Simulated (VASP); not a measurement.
# H in VASP: single point with PBEsol

Aim: the single point of H with PBEsol.

Everything below comes from runs of VASP 6.6.1. Logs are shortened: lines on timing, memory, paths and dates and some standing lists are left out, and cuts for length are marked.

## (1) The cell of the first run

The cell holds a atom, 1 atom: a = 14.000 Å, b = 14.400 Å, c = 14.800 Å, α = 90.00°, β = 90.00°, γ = 90.00°.

## (2) Single point, PBEsol, collinear spin, ferromagnetic start

INCAR

```
PREC = Accurate
ENCUT = 520
EDIFF = 1E-7
ISMEAR = -1
SIGMA = 0.01
LREAL = False
LASPH = True
NELM = 150
ALGO = Normal
ISIF = 2
LWAVE = False
LCHARG = False
ISPIN = 2
MAGMOM = 1
LORBIT = 11
GGA = PS
NBANDS = 10
ISYM = 0
```

KPOINTS

```
regular mesh
0
Gamma
  1 1 1
```

POSCAR

```
H
1.0
   14.0000000000      0.0000000000      0.0000000000
    0.0000000000     14.4000000000      0.0000000000
    0.0000000000      0.0000000000     14.8000000000
H
1
Direct
    0.5000000000      0.5000000000      0.5000000000
```

Potentials or basis: VASP PAW PBE potentials, release 64 (H).

Started as:

```bash
cat potpaw_PBE.64/H/POTCAR > POTCAR
mpirun -np 1 vasp_gam > vasp.out
```

OUTCAR:

```text
PREC = Accurate
   ENCUT = 520
   EDIFF = 1E-7
   ISMEAR = -1
   LREAL = False
   LASPH = True
   NELM = 150
   ISIF = 2
   ISPIN = 2
   LORBIT = 11
   GGA = PS
   ISYM = 0

 ion  position               nearest neighbor table
   1  0.500  0.500  0.500-

IMPORTANT INFORMATION: All symmetrisations will be switched off!
NOSYMM: (Re-)initialisation of all symmetry stuff for point group C_1.

----------------------------------------------------------------------------------------

                                     Primitive cell

  volume of cell :    2983.6800

  direct lattice vectors                    reciprocal lattice vectors
    14.000000000  0.000000000  0.000000000     0.071428571  0.000000000  0.000000000
     0.000000000 14.400000000  0.000000000     0.000000000  0.069444444  0.000000000
     0.000000000  0.000000000 14.800000000     0.000000000  0.000000000  0.067567568

  length of vectors
    14.000000000 14.400000000 14.800000000     0.071428571  0.069444444  0.067567568

  position of ions in fractional coordinates (direct lattice)
     0.500000000  0.500000000  0.500000000

  ion indices of the primitive-cell ions
   primitive index   ion index
                 1           1

----------------------------------------------------------------------------------------

 KPOINTS: regular mesh

Automatic generation of k-mesh.
 Grid dimensions read from file:
 generate k-points for:    1    1    1

 Generating k-lattice:

  Cartesian coordinates                     Fractional coordinates (reciprocal lattice)
     0.071428571  0.000000000  0.000000000     1.000000000  0.000000000  0.000000000
     0.000000000  0.069444444  0.000000000     0.000000000  1.000000000  0.000000000
     0.000000000  0.000000000  0.067567568     0.000000000  0.000000000  1.000000000

  Length of vectors
     0.071428571  0.069444444  0.067567568

  Shift w.r.t. Gamma in fractional coordinates (k-lattice)
     0.000000000  0.000000000  0.000000000

 Subroutine IBZKPT returns following result:
 ===========================================

 Found      1 irreducible k-points:

 Following reciprocal coordinates:
            Coordinates               Weight
  0.000000  0.000000  0.000000      1.000000
   k-points           NKPTS =      1   k-points in BZ     NKDIM =      1   number of bands    NBANDS=     10
   number of dos      NEDOS =    301   number of ions     NIONS =      1
   total plane-waves  NPLWV = ******
   dimension x,y,z NGX =   108 NGY =  108 NGZ =  112
   dimension x,y,z NGXF=   216 NGYF=  216 NGZF=  224
   ions per type =               1
   NGX,Y,Z   is equivalent  to a cutoff of  12.82, 12.47, 12.58 a.u.
   NGXF,Y,Z  is equivalent  to a cutoff of  25.65, 24.94, 25.16 a.u.
 SYSTEM =  unknown system
   PREC   = accura    normal or accurate (medium, high low for compatibility)
   ISTART =      0    job   : 0-new  1-cont  2-samecut
   ICHARG =      2    charge: 1-file 2-atom 10-const
   ISPIN  =      2    spin polarized calculation?
   LNONCOLLINEAR =      F non collinear calculations
   LSORBIT =      F    spin-orbit coupling
   LASPH  =      T    aspherical Exc in radial PAW
   ENCUT  =  520.0 eV  38.22 Ry    6.18 a.u.  26.03 26.77 27.52*2*pi/ulx,y,z
   NELM   =    150;   NELMIN=  2; NELMDL= -5     # of ELM steps
   EDIFF  = 0.1E-06   stopping-criterion for ELM
   LREAL  =      F    real-space projection
   EDIFFG = 0.1E-05   stopping-criterion for IOM
   NSW    =      0    number of steps for IOM
   IBRION =     -1    ionic relax: 0-MD 1-quasi-New 2-CG
   NFREE  =      0    steps in history (QN), initial steepest desc. (CG)
   ISIF   =      2    stress and relaxation
   ISYM   =      0    0-nonsym 1-usesym 2-fastsym
   POTIM  = 0.5000    time-step for ionic-motion
   TEBEG  =    0.0;   TEEND  =   0.0 temperature during run
   PSTRESS=    0.0 pullay stress
   NELECT =       1.0000    total number of electrons
   NUPDOWN=      -1.0000    fix difference up-down
   EMIN   =  10.00;   EMAX   =-10.00  energy-range for DOS
   EFERMI =   0.00;   METHOD = LEGACY
   ISMEAR =    -1;   SIGMA  =   0.01  broadening in eV -4-tet -1-fermi 0-gaus
   EFERMI_NEDOS =   21; number of points for ismear=-14 and -15
   IALGO  =     38    algorithm
   IMIX   =      4    mixing-type and parameters
     AMIX     =   0.40;   BMIX     =  1.00
     AMIX_MAG =   1.60;   BMIX_MAG =  1.00
  volume/ion in A,a.u.               =    2983.68     20134.87
  Fermi-wavevector in a.u.,A,eV,Ry     =   0.113717  0.214893  0.175943  0.012931
  Thomas-Fermi vector in A             =   0.719061
   LORBIT       =     11    0 simple, 1 ext, 2 COOP (PROOUT), +10 PAW based schemes
   GGA     = PS    functional components
   LHFCALC =     F    Hartree Fock is set to
   AEXX    =    0.0000 exact exchange contribution
   IVDW    =     0    specifies the selected vdW correction
   LEPSILON=     F    determine dielectric tensor
   LRPA    =     F    only Hartree local field effects (RPA)
 spin polarized calculation
  energy-cutoff  :      520.00
  volume of cell :     2983.68
 maximum number of plane-waves:     40220
 NGX is ok and might be reduce to   108
   NGX = 53   NGY = 53   NGZ = 55

 number of electron       1.0000000 magnetization       1.0000000

 Free energy of the ion-electron system (eV)
  ---------------------------------------------------
  ext. energy  EPLUGINS =         0.00000000
  ---------------------------------------------------
  free energy    TOTEN  =        -0.94562357 eV

  energy without entropy =       -0.94562357  energy(sigma->0) =       -0.94562357

 E-fermi :  -7.1439     XC(G=0):  -0.0397

 val. band max:       -7.3822515259   @ k =   0.0000   0.0000   0.0000
 cond. band min:      -0.1054874837   @ k =   0.0000   0.0000   0.0000
 fundamental gap:      7.2767640422
 Fermi energy:        -7.1438873582

 spin component 1

 k-point     1 :       0.0000    0.0000    0.0000
  band No.  band energies     occupation
      1      -7.3823      1.00000
      2      -0.1055      0.00000
      3       0.4323      0.00000
      4       0.4559      0.00000
      5       0.4814      0.00000
      6       0.5552      0.00000
      7       0.6717      0.00000
      8       0.7137      0.00000
      9       1.0581      0.00000
     10       1.0736      0.00000
 Fermi energy:        -7.1438873582

 spin component 2

 k-point     1 :       0.0000    0.0000    0.0000
  band No.  band energies     occupation
      1       0.0277      0.00000
      2       0.7007      0.00000
      3       0.7076      0.00000
      4       0.7401      0.00000
      5       0.7522      0.00000
      6       0.7829      0.00000
      7       0.8415      0.00000
      8       1.4214      0.00000
      9       1.4281      0.00000
     10       1.4367      0.00000

------------------------ aborting loop because EDIFF is reached ----------------------------------------

  FORCE on cell =-STRESS in cart. coord.  units (eV):
  Direction    XX          YY          ZZ          XY          YZ          ZX
  --------------------------------------------------------------------------------------
  -------------------------------------------------------------------------------------
  Total       -0.0089317     -0.0088146     -0.0088379      0.0000000     -0.0000000     -0.0000000
  in kB       -0.0047962     -0.0047333     -0.0047458      0.0000000     -0.0000000     -0.0000000
  external PRESSURE =      -0.0047584 kB  Pullay stress =       0.0000000 kB

 VOLUME and BASIS-vectors are now :
 -----------------------------------------------------------------------------
  energy-cutoff  :      520.00
  volume of cell :     2983.68
      direct lattice vectors                 reciprocal lattice vectors
    14.000000000  0.000000000  0.000000000     0.071428571  0.000000000  0.000000000
     0.000000000 14.400000000  0.000000000     0.000000000  0.069444444  0.000000000
     0.000000000  0.000000000 14.800000000     0.000000000  0.000000000  0.067567568

 POSITION                                       TOTAL-FORCE (eV/Angst)
 -----------------------------------------------------------------------------------
      7.00000      7.20000      7.40000         0.000000      0.000000     -0.000000
 -----------------------------------------------------------------------------------
    total drift:                                0.000000      0.000000     -0.000000

  FREE ENERGIE OF THE ION-ELECTRON SYSTEM (eV)
  ---------------------------------------------------
  free  energy   TOTEN  =        -0.9456235674 eV

  energy  without entropy=       -0.9456235674  energy(sigma->0) =       -0.94562357

 total charge

# of ion       s       p       d       tot
------------------------------------------
    1        0.372   0.000   0.000   0.372

 magnetization (x)

# of ion       s       p       d       tot
------------------------------------------
    1        0.372   0.000   0.000   0.372
```

OSZICAR:

```text
N       E                     dE             d eps       ncg     rms          rms(c)
DAV:   1     0.232084530217E+01    0.23208E+01   -0.11236E+02    40   0.354E+01
DAV:   2    -0.780077846933E+00   -0.31009E+01   -0.30814E+01    70   0.110E+01
[... 22 lines left out ...]
DAV:  25    -0.945620745588E+00   -0.59856E-05    0.38245E-11    60   0.186E-05    0.871E-06
DAV:  26    -0.945621859084E+00   -0.11135E-05   -0.48015E-11    56   0.177E-05    0.192E-06
DAV:  27    -0.945622465055E+00   -0.60597E-06   -0.36042E-11    42   0.129E-05    0.501E-06
DAV:  28    -0.945622884013E+00   -0.41896E-06    0.11016E-10    40   0.702E-06    0.131E-06
DAV:  29    -0.945623475325E+00   -0.59131E-06    0.28758E-10    40   0.629E-06    0.213E-06
DAV:  30    -0.945623567363E+00   -0.92037E-07    0.30337E-10    44   0.370E-06
   1 F= -.94562357E+00 E0= -.94562357E+00  d E =-.110424E-10  mag=     1.0000
```

Run time: 5.7 min. Hardware: 1 thread of Intel Xeon Platinum 8375C at 2.90GHz (Ice Lake), shared host; peak memory 2.8 GiB.

Results:

```yaml
Free_energy: -0.9456 eV
Pressure: 0.0 GPa
Band_gap_on_the_k_mesh: 7.28 eV
Net_moment: 1.00 μB per cell
Site_moments: H +0.37 μB
Valence_electrons_inside_the_program's_atomic_spheres: H 0.37
```

Caveat: the PAW data sets were made with another functional, which shifts forces and pressure a little.
